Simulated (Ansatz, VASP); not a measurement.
## C: VASP beside Ansatz

Contents of POSCAR:

```
C
1.0
    0.0000000000      1.7857859974      1.7857859974
    1.7857859974      0.0000000000      1.7857859974
    1.7857859974      1.7857859974      0.0000000000
C
2
Direct
    0.0000000000      0.0000000000      0.0000000000
    0.2499999997      0.2499999997      0.2499999997
```

The input INCAR.step1:

```
PREC = Accurate
ENCUT = 660
ISMEAR = -1
SIGMA = 0.01
LREAL = F
LASPH = T
NELM = 120
NBANDS = 11
GGA = PE
ALGO = Normal
EDIFF = 1E-5
LWAVE = T
LCHARG = F
GGA_COMPAT = F
```

Contents of INCAR.step2:

```
PREC = Accurate
ENCUT = 660
EDIFF = 1E-6
ISMEAR = -1
SIGMA = 0.01
LREAL = F
LASPH = T
NELM = 120
ALGO = Normal
ISIF = 2
LWAVE = F
LCHARG = F
METAGGA = R2SCAN
LMIXTAU = T
NBANDS = 11
ISTART = 1
GGA_COMPAT = F
```

File KPOINTS:

```
Automatic mesh
0
Gamma
  13 13 13
```

Input for Ansatz:

```yaml
crystal:
  lattice:
    - [0.0, 1.7857859974, 1.7857859974]
    - [1.7857859974, 0.0, 1.7857859974]
    - [1.7857859974, 1.7857859974, 0.0]
  atoms:
    - { symbol: C, position: [0.0, 0.0, 0.0] }
    - { symbol: C, position: [0.2499999997, 0.2499999997, 0.2499999997] }
basis:
  ecutwfc: 500.0
  ecutrho_ratio: 4
  xc_grid: 2
  fft_grid_basis: typed
  precision: f64
hamiltonian:
  xc: r2scan
  pseudopotentials: { kind: paw }
scf:
  max_iter: 60
  self_checks: high
  occupations: { method: fermi_dirac, width: 0.01 }
kpoints:
  mp_grid: { grid: [13, 13, 13] }
  band_path: { path: [VBM, CBM], npoints: 1 }
checkpoint:
  write: "../edges.r2scan.run"
  compress: false
  write_wavefunctions: true
  write_every: 100000
```

Alike in both runs: task single point; functional r2SCAN; k mesh 13 × 13 × 13; occupations fermi-dirac, width 0.01 eV; no spin polarisation.

|  | VASP | Ansatz |
| --- | --- | --- |
| version | VASP 6.6.1 | Ansatz 0.2.0 |
| potentials or method | VASP PAW PBE potentials, release 64 (C), cutoff 660 eV | plane-wave PAW DFT |
| valence electrons in the cell | 8 | 8 |

```csv
,VASP,Ansatz,Ansatz less VASP
gap on the k mesh at the Fermi level (eV),4.33,4.36,+0.026
```

VASP's potentials were made for PBE, not for r2SCAN. With one functional, cell and mesh, what is left measures potentials, basis and numerics.
